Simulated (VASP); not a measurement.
KI: single point with r2SCAN

The system is KI.

```
K I
1.0
     0.00000    3.52688    3.52688
     3.52688    0.00000    3.52688
     3.52688    3.52688    0.00000
K I
1 1
Direct
  0.99270 0.04524 0.98043
  0.45075 0.54033 0.54557
```

```
Program                : VASP 6.6.1
Task                   : single point
Functional             : r2SCAN
Potentials or basis    : VASP PAW PBE potentials, release 64 (K_sv, I)
Cutoff                 : 550 eV
k mesh                 : 3 × 3 × 3
Occupations            : fermi-dirac, width 0.05 eV
Spin                   : no spin polarisation
Dipole correction      : no
Further INCAR settings : ALGO = Normal; EDIFF = 1e-06; NBANDS = 15
```

```json
{
 "Pressure": "0.6 GPa",
 "Largest force": "0.352 eV/Å",
 "Band gap on the k mesh": "4.63 eV"
}
```

Forces on the atoms (eV/Å):
```
K    0.275  0.091 -0.199
I   -0.275 -0.091  0.199
```

Stress tensor (GPa, compression positive):
```
 0.92 -0.07  0.15
-0.07  0.28  0.05
 0.15  0.05  0.62
```

Levels at points of the mesh, in eV from the valence-band top:
```csv
k point,band 4,band 5,band 6,band 7,band 8,band 9,band 10,band 11,band 12,band 13
"(0.00, 0.00, 0.00)",-12.35,-10.80,-0.01,-0.01,0.00,4.63,7.05,7.09,7.17,7.96
```

Run time: 59 s on 1 thread of Intel(R) Xeon(R) Platinum 8488C (Sapphire Rapids), with other jobs on the host, peak memory 0.25 GiB.

Caveat: the k points lie up to 0.51 Å⁻¹ apart; the PAW data sets were made with another functional, which shifts forces and pressure a little; spin-orbit coupling is left out, which moves the levels of the heavy elements. r2SCAN opens gaps a little over a GGA but as a rule still falls short of measured ones.
